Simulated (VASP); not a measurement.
Here is a VASP 6.6.1 calculation.

INCAR

```
SYSTEM = HfC
ALGO = Normal
EDIFF = 1E-7
ENCUT = 520
GGA = PE
ISIF = 2
ISMEAR = -1
LASPH = .True.
LCHARG = .False.
LREAL = .False.
LWAVE = .False.
NBANDS = 22
NELM = 80
PREC = Accurate
SIGMA = 0.1
```

KPOINTS

```
k-points
0
Gamma
  10 10 6
  0 0 0
```

File POSCAR:

```
HfC
1.0
    2.9599179194      0.0000000000      0.0000000000
   -1.4799589597      2.5633641114      0.0000000000
    0.0000000000      0.0000000000      5.3603746755
Hf C
2 2
Direct
    0.0000000000      0.0000000000      0.0000000000
    0.0000000000      0.0000000000      0.5000000000
    0.3333333333      0.6666666667      0.2500000000
    0.6666666667      0.3333333333      0.7500000000
```

Potentials or basis: VASP PAW PBE potentials, release 64 (Hf_pv, C).

Run with:

```sh
$ cat potpaw_PBE.64/Hf_pv/POTCAR potpaw_PBE.64/C/POTCAR > POTCAR
$ mpirun -np 1 vasp_std > vasp.out
```

(1) What does it give for the pressure?

(2) Predict the band gap on the k mesh.

Results:

(1) 94.2 GPa.

(2) zero (bands 14 and 15 overlap by 2.02 eV).

Caveat: the cell stands under pressure; spin-orbit coupling is left out, which moves the levels of the heavy elements.
